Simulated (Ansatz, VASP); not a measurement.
Sc3Cu2: VASP beside Ansatz

```
CELL_PARAMETERS angstrom
4.52253 0.00000 0.00000
-2.26126 3.91663 0.00000
0.00000 0.00000 5.60859
ATOMIC_POSITIONS crystal
Sc 0.00000 0.00000 0.00000
Sc 0.33333 0.66667 0.65802
Sc 0.66667 0.33333 0.34198
Cu 0.33333 0.66667 0.14198
Cu 0.66667 0.33333 0.85802
```

Change from the starting cell: species swapped into the Al3Pd2 type (P-3m1, No. 164).

Alike in both runs: functional PBE; k mesh 6 × 6 × 4; occupations gaussian, width 0.1 eV; no spin polarisation.

Ansatz relaxed the structure, and its values are those at the end. VASP's run is a single point on that final structure, the one shown.

|  | VASP | Ansatz |
| --- | --- | --- |
| version | VASP 6.6.1 | Ansatz 0.2.0 |
| potentials or method | VASP PAW PBE potentials, release 64 (Sc_sv, Cu), cutoff 520 eV | scalar-relativistic, plane waves, PAW |
| valence electrons in the cell | 55 | 71 |

|  | VASP | Ansatz | Ansatz less VASP |
| --- | --- | --- | --- |
| gap on the k mesh at the Fermi level (eV) | none | none | - |
| pressure (GPa) | 0.4 | 0.1 | -0.25 |
| rms of the force components (eV/Å) | 0.012 | 0.003 | -0.0085 |

A gap of «none» marks a metal or a gap that the smearing closes. VASP's potentials hold 55 valence electrons a cell and Ansatz's 71, so a difference there can come from the potentials and not from the codes.
